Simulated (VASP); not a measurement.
A run of VASP 6.6.1 is set up as follows.

Contents of INCAR:

```
ALGO = Fast
EDIFF = 1E-6
ENCUT = 520
GGA = PE
ISIF = 2
ISMEAR = 0
LASPH = T
LCHARG = F
LREAL = F
LWAVE = F
NBANDS = 18
NELM = 60
PREC = Accurate
SIGMA = 0.15
```

File KPOINTS:

```
k-points
0
Gamma
  18 18 18
```

Contents of POSCAR:

```
Cu
1.0
    1.2634141204     -4.1115037498      0.0000000000
    1.2634141204      4.1115037498      0.0000000000
    0.0000000000      0.0000000000      2.5142119659
Cu
2
Direct
    0.0775216340      0.8094512930      0.2500000000
    0.9224783660      0.1905487070      0.7500000000
```

Potentials or basis: VASP PAW PBE potentials, release 64 (Cu).

Launch:

```console
$ cat potpaw_PBE.64/Cu/POTCAR > POTCAR
$ mpirun -np 1 vasp_std > vasp.out
```

Question: What does it give for the largest force?

Answer: 0.302 eV/Å.

Question: Predict the pressure.

Answer: -3.1 GPa.

Question: What does it give for the band gap on the k mesh?

Answer: Zero (bands 11 and 12 overlap by 5.80 eV).

Forces in eV/Å, atoms in the order of the input:
```
Cu   0.219  0.208  0.000
Cu  -0.219 -0.208  0.000
```

Caveat: the cell differs from its parent crystal (atoms displaced along a vibrational mode, the cell strained); the cell stands under tension.
